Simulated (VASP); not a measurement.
**LiH: single point with PBE**

The system is LiH.

```xyz
8
Lattice="-1.4025 2.4315 -0.0034 -2.8039 0.0007 0.0010 -1.4057 0.7955 9.5114" Properties=species:S:1:pos:R:3 pbc="T T T"
Li    0.0043    0.0129    0.0003
Li   -2.8067    1.6102    4.7536
Li   -1.4061    0.8029    7.0638
Li   -4.2082    2.4139    2.4452
H    -1.4044    0.8011    3.5995
H    -4.2108    2.4241    5.9083
H    -2.8072    1.6116    8.2885
H    -2.8031    1.6200    1.2223
```

| Item | Value |
| --- | --- |
| Program | VASP 6.6.1 |
| Task | single point |
| Functional | PBE |
| Potentials or basis | VASP PAW PBE potentials, release 64 (Li_sv, H) |
| Cutoff | 520 eV |
| k mesh | 6 × 6 × 6 |
| Occupations | gaussian, width 0.1 eV |
| Spin | no spin polarisation |
| Dipole correction | no |
| Further INCAR settings | ALGO = Normal; EDIFF = 1e-06; NBANDS = 18 |

The largest force is 0.008 eV/Å. The band gap on the k mesh is 3.59 eV (least direct gap 3.69 eV).

Forces on the atoms (eV/Å):
```
Li  -0.002 -0.005  0.000
Li  -0.001  0.002  0.002
Li   0.000 -0.002 -0.002
Li   0.000  0.008  0.001
H    0.000 -0.004  0.002
H    0.003 -0.002  0.001
H    0.001  0.004 -0.001
H   -0.001 -0.001 -0.003
```

Levels at points of the mesh, in eV from the valence-band top:
```tsv
k point	band 6	band 7	band 8	band 9	band 10	band 11
(0.00, 0.00, 0.00)	-4.37	-4.35	-2.83	4.71	9.06	9.08
(0.50, 0.00, 0.00)	-2.19	-0.58	-0.55	3.59	4.52	5.20
(0.00, 0.50, 0.00)	-2.18	-0.56	-0.55	3.63	4.49	5.23
(0.50, 0.50, 0.00)	-1.56	-1.52	-0.01	3.70	4.61	4.92
(0.00, 0.00, 0.50)	-4.99	-3.39	-3.38	5.89	6.07	13.08
(0.50, 0.00, 0.50)	-1.55	-1.53	-0.01	3.68	4.63	4.89
(0.00, 0.50, 0.50)	-1.56	-1.51	0.00	3.71	4.61	4.93
(0.50, 0.50, 0.50)	-2.19	-0.56	-0.56	3.62	4.49	5.22
```

It took 100 s on 1 thread of Intel(R) Xeon(R) Platinum 8259CL CPU @ 2.50GHz (Skylake/Cascade Lake), on a shared host, peak memory 0.24 GiB.

Caveat: the k points lie up to 0.43 Å⁻¹ apart. A k mesh can miss the band edges.
